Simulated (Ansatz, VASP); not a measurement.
Ge in VASP and in Ansatz

```
Ge
1.0
     4.02406    0.00000    0.00000
    -2.01203    3.48494    0.00000
     0.00000    0.00000    6.64308
Ge
4
Direct
  0.33333 0.66667 0.93710
  0.66667 0.33333 0.43710
  0.33333 0.66667 0.56290
  0.66667 0.33333 0.06290
```

Change from the starting cell: volume scaled by 1.02.

Alike in both runs: task single point; functional PBEsol; k mesh 8 × 8 × 4; occupations fermi-dirac, width 0.05 eV; no spin polarisation.

```csv
,VASP,Ansatz
version,VASP 6.6.1,Ansatz 0.2.0
potentials or method,"VASP PAW PBE potentials, release 64 (Ge_d), cutoff 520 eV","all-electron LAPW, scalar-relativistic"
```

VASP gave:

| Quantity | Value |
| --- | --- |
| gap on the k mesh at the Fermi level (eV) | 0.17 |
| least direct gap on the mesh (eV) | 0.25 |
| pressure (GPa) | -1.3 |
| traceless stress, the component that is largest in VASP (GPa) | -0.20 |

Task: Estimate Ansatz's values.

Result: gap on the k mesh at the Fermi level (eV): 0.16; least direct gap on the mesh (eV): 0.24; pressure (GPa): -1.3; traceless stress, the component that is largest in VASP (GPa): -0.20.

VASP's potentials were made for PBE, not for PBEsol. Ansatz ran all-electron here, and VASP with PAW potentials.
